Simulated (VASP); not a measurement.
Al2Au, 3 atoms in the cell. It takes space group Fm-3m (No. 225, cubic). Conventional cell: a = 6.000 Å, b = 6.000 Å, c = 6.000 Å, α = 90.00°, β = 90.00°, γ = 90.00°. Within 3.4 Å of Au (site symmetry m-3m) lie 8 Al at 2.60 Å. Al (site symmetry -43m) has 4 Au at 2.60 Å and 6 Al at 3.00 Å within 3.4 Å. 

* Program: VASP 6.6.1
* Task: relaxation of cell and atoms
* Functional: PBEsol
* Potentials or basis: VASP PAW PBE potentials, release 64 (Au, Al)
* Cutoff: 600 eV
* k mesh: 8 × 8 × 8
* Occupations: fermi-dirac, width 0.05 eV
* Spin: no spin polarisation
* Target pressure: 10 GPa
* Dipole correction: no
* Further INCAR settings: ALGO = Normal; EDIFF = 1e-07; IBRION = 2; EDIFFG = -0.005; NSW = 80; ISIF = 3

Potentials or basis: VASP PAW PBE potentials, release 64 (Au, Al).

The run is started by

```bash
$ cat potpaw_PBE.64/Au/POTCAR potpaw_PBE.64/Al/POTCAR > POTCAR
$ mpirun -np 1 vasp_std > vasp.out
```

Hardware: 1 thread of Intel(R) Xeon(R) Platinum 8488C (Sapphire Rapids) (shared host).

Task: How long does it take, and how much memory?

Result: Wall time 88 s on 1 thread of Intel(R) Xeon(R) Platinum 8488C (Sapphire Rapids) (shared host), peak memory 0.22 GiB. Counts: scf iterations 37, k points 29, ion steps 4.
